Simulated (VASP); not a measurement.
Set up this calculation in VASP 6.6.1, as the native input.

```
Task                   : single point
Functional             : r2SCAN
Potentials or basis    : VASP PAW PBE potentials, release 64 (Ta_pv)
Cutoff                 : 520 eV
k mesh                 : 22 × 22 × 22
Occupations            : gaussian, width 0.15 eV
Spin                   : no spin polarisation
Dipole correction      : no
Further INCAR settings : ALGO = Normal; EDIFF = 1e-06; NBANDS = 12
```

The system is Ta.

```
Ta
1.0
    -1.44253    1.44253    2.16379
     1.44253   -1.44253    2.16379
     1.44253    1.44253   -2.16379
Ta
1
Direct
  0.00000 0.00000 0.00000
```

This cell differs from its parent crystal: ratio of the length along z to the lengths across it x 1.5, volume and fractional coordinates fixed.

These files were run (other wordings do the same):

POSCAR

```
Ta
1.0
   -1.4425259498      1.4425259498      2.1637889247
    1.4425259498     -1.4425259498      2.1637889247
    1.4425259498      1.4425259498     -2.1637889247
Ta
1
Direct
    0.0000000000      0.0000000000      0.0000000000
```

INCAR.step1

```
ALGO = Normal
EDIFF = 1E-4
ENCUT = 520
GGA = PE
ISMEAR = 0
LASPH = True
LCHARG = False
LREAL = False
LWAVE = True
NBANDS = 12
NELM = 60
PREC = Accurate
SIGMA = 0.15
```

INCAR.step2

```
ALGO = Normal
EDIFF = 1E-6
ENCUT = 520
ISIF = 2
ISMEAR = 0
ISTART = 1
LASPH = True
LCHARG = True
LELF = True
LMIXTAU = True
LREAL = False
LVHAR = True
LWAVE = False
METAGGA = R2SCAN
NBANDS = 12
NELM = 60
PREC = Accurate
SIGMA = 0.15
```

KPOINTS

```
k-points
0
Gamma
  22 22 22
```

Potentials or basis: VASP PAW PBE potentials, release 64 (Ta_pv).

Run with:

```console
$ cat potpaw_PBE.64/Ta_pv/POTCAR > POTCAR
$ cp INCAR.step1 INCAR
$ mpirun -np 1 vasp_std > vasp.out
$ cp INCAR.step2 INCAR
$ mpirun -np 1 vasp_std > vasp.out
```

It gave:

The pressure is 6.9 GPa and the band gap on the k mesh is zero (an odd number of electrons rules out a gap without spin polarisation).

Caveat: the stress differs along the axes, from 4 to 12 GPa; the PAW data sets were made with another functional, which shifts forces and pressure a little; spin-orbit coupling is left out, which moves the levels of the heavy elements.

It took 17 min on 1 thread of AMD EPYC 7R13, on a shared host, peak memory 0.26 GiB.
